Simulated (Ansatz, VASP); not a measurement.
# AlNi in VASP and in Ansatz

File INCAR:

```
SYSTEM = AlNi
PREC = Accurate
ENCUT = 600
EDIFF = 1E-7
ISMEAR = -1
SIGMA = 0.05
LREAL = .FALSE.
LASPH = .TRUE.
NELM = 150
ALGO = Normal
ISIF = 3
LWAVE = .FALSE.
LCHARG = .FALSE.
ISPIN = 2
MAGMOM = 1 0
LORBIT = 11
LMAXMIX = 4
GGA = B5
ALDAX = 1.0
AGGAX = 1.0
AGGAC = 1.0
ALDAC = 0.0
IVDW = 12
VDW_S6 = 1.0
VDW_S8 = 2.6996
VDW_A1 = 0.4298
VDW_A2 = 4.2359
IBRION = 2
NSW = 60
EDIFFG = -0.01
```

The input KPOINTS:

```
regular mesh
0
G
  9 9 9
  0 0 0
```

The input POSCAR:

```
AlNi
1.0
    2.8810000000      0.0000000000      0.0000000000
    0.0000000000      2.8810000000      0.0000000000
    0.0000000000      0.0000000000      2.8810000000
Ni Al
1 1
Direct
    0.5000000000      0.5000000000      0.5000000000
    0.0000000000      0.0000000000      0.0000000000
```

File input.yaml:

```yaml
crystal:
  lattice:
    - [2.881, 0.0, 0.0]
    - [0.0, 2.881, 0.0]
    - [0.0, 0.0, 2.881]
  atoms:
    - { symbol: Ni, position: [0.5, 0.5, 0.5], spin: 1.0 }
    - { symbol: Al, position: [0.0, 0.0, 0.0] }
hamiltonian:
  xc: blyp
  pseudopotentials: { kind: paw }
  dispersion: d3bj
magnetization:
  spin_polarized: true
kpoints:
  mp_grid: { grid: [9, 9, 9] }
scf:
  occupations: { method: fermi_dirac, width: 0.05 }
output:
  forces: true
  stress: true
relax:
  f_tol: 0.01
  max_steps: 40
  cell: { stress_tol: 0.05 }
```

Alike in both runs: task relaxation of cell and atoms; functional BLYP; dispersion D3(BJ); k mesh 9 × 9 × 9; occupations fermi-dirac, width 0.05 eV; collinear spin.

```csv
,VASP,Ansatz
version,VASP 6.6.1,Ansatz 0.2.0
potentials or method,"VASP PAW PBE potentials, release 64 (Ni, Al)",Ansatz PAW
plane-wave cutoff (eV),600,420
valence electrons in the cell,13,21
```

Ansatz gave:

| Quantity | Value |
| --- | --- |
| net moment per atom (μB) | 0.00 |
| relaxed volume (Å³/atom) | 11.40 |
| relaxed cell length with the largest relative difference (Å) | 2.836 |

**Question.** Which values does VASP return?

**Answer.** net moment per atom (μB): 0.00; relaxed volume (Å³/atom): 11.42; relaxed cell length with the largest relative difference (Å): 2.837.

VASP's potentials were made for PBE, not for BLYP. VASP's potentials hold 13 valence electrons a cell and Ansatz's 21, so a difference there can come from the potentials and not from the codes.

Noted on Ansatz's run: the plane-wave basis is chosen anew once the cell has moved, so the energies of steps on either side of that aren't comparable.
